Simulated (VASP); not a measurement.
Input of a VASP 6.6.1 run:

INCAR

```
SYSTEM = Li4TaO
PREC = Accurate ; ENCUT = 880
EDIFF = 1E-6 ; ISMEAR = 0
SIGMA = 0.1 ; LREAL = .False.
LASPH = .True. ; NELM = 200
ALGO = Normal ; ISIF = 2
LWAVE = .False. ; LCHARG = .True.
ISPIN = 2 ; MAGMOM = 0 0 0 0 0.59 0
LORBIT = 11 ; LMAXMIX = 4
GGA = PE ; LELF = .True.
LVHAR = .True. ; NBANDS = 28
GGA_COMPAT = .False.
```

Contents of KPOINTS:

```
regular mesh
0
Gamma
  6 6 4
  0 0 0
```

File POSCAR:

```
Li4TaO
1.0
    1.4753892088     -5.6362568424      0.0000000000
    1.4753892088      5.6362568424      0.0000000000
    0.0000000000      0.0000000000      4.4274118372
Li Ta O
4 1 1
Direct
    0.3719758094      0.6280241906      0.0000000000
    0.6280241906      0.3719758094      0.0000000000
    0.5000000000      0.0000000000      0.5000000000
    0.0000000000      0.5000000000      0.5000000000
    0.5000000000      0.5000000000      0.5000000000
    0.0000000000      0.0000000000      0.0000000000
```

Potentials or basis: VASP PAW PBE potentials, release 64 (Li_sv, Ta_sv_GW, O).

Run with:

```console
$ cat potpaw_PBE.64/Li_sv/POTCAR potpaw_PBE.64/Ta_sv_GW/POTCAR potpaw_PBE.64/O/POTCAR > POTCAR
$ mpirun -np 1 vasp_std > vasp.out
```

Task: Estimate the pressure.

Result: -0.2 GPa.

Task: Estimate the net moment.

Result: -0.02 μB per cell.

Stress tensor (GPa, compression positive):
```
-0.57  0.00  0.00
 0.00  0.03  0.00
 0.00  0.00 -0.06
```

Caveat: the k points lie up to 0.37 Å⁻¹ apart; atoms lie so close that the PAW spheres overlap strongly, which falsifies energies and pressures.
